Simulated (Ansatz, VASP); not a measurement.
# CdTe in VASP and in Ansatz

```xyz
2
Lattice="0.0000 3.2800 3.2800 3.3554 0.0000 3.2800 3.3554 3.2800 0.0000" Properties=species:S:1:pos:R:3 pbc="T T T"
Cd    0.0000    0.0000    0.0000
Te    1.6777    1.6400    1.6400
```

Change from the starting cell: uniaxial_x strain +2.3%.

Alike in both runs: task single point; functional HSE06; k mesh 4 × 4 × 4; no spin polarisation.

```csv
,VASP,Ansatz
version,VASP 6.6.1,Ansatz 0.2.0
potentials or method,"VASP PAW PBE potentials, release 64 (Cd, Te)","plane waves, PAW"
plane-wave cutoff (eV),520,420
occupations,"gaussian, width 0.01 eV",fixed
valence electrons in the cell,18,36
```

|  | VASP | Ansatz | Ansatz less VASP |
| --- | --- | --- | --- |
| gap on the k mesh at the Fermi level (eV) | 1.34 | 1.42 | +0.080 |
| pressure (GPa) | -0.6 | -0.6 | 0.00 |
| traceless stress, the component that is largest in VASP (GPa) | -0.30 | -0.30 | +0.001 |

VASP's potentials hold 18 valence electrons a cell and Ansatz's 36, so a difference there can come from the potentials and not from the codes. Ansatz's warnings: stress exchange threshold loose, stress scf threshold loose.

Neither program's run includes spin-orbit coupling.
